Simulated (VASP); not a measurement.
The system is Na2S.

```
S Na
1.0
     0.00000    3.25543    3.25543
     3.25543    0.00000    3.25543
     3.25543    3.25543    0.00000
S Na
1 2
Cartesian
  0.0000 0.0000 0.0000
  1.6277 1.6277 1.6277
  4.8831 4.8831 4.8831
```

Base run:

```yaml
Program: VASP 6.6.1
Functional: r2SCAN
Potentials_or_basis: VASP PAW PBE potentials, release 64 (S, Na_pv)
Cutoff: 550 eV
k_mesh: 4 × 4 × 4
Occupations: gaussian, width 0.01 eV
Spin: no spin polarisation
```

Its results: band gap on the k mesh 3.11 eV, direct; pressure -0.1 GPa.

**Question.** The run is repeated on the same cell with these changes: functional from r2SCAN to PBE; cutoff from 550 eV to 500 eV; k mesh from 4 × 4 × 4 to 6 × 6 × 6. What comes out?

**Answer.** Band gap on the k mesh 2.53 eV, direct; pressure 0.8 GPa.

Several settings changed at once, so the effect can't be laid on one alone.

Caveats: the PAW data sets were made with another functional, which shifts forces and pressure a little (some runs).

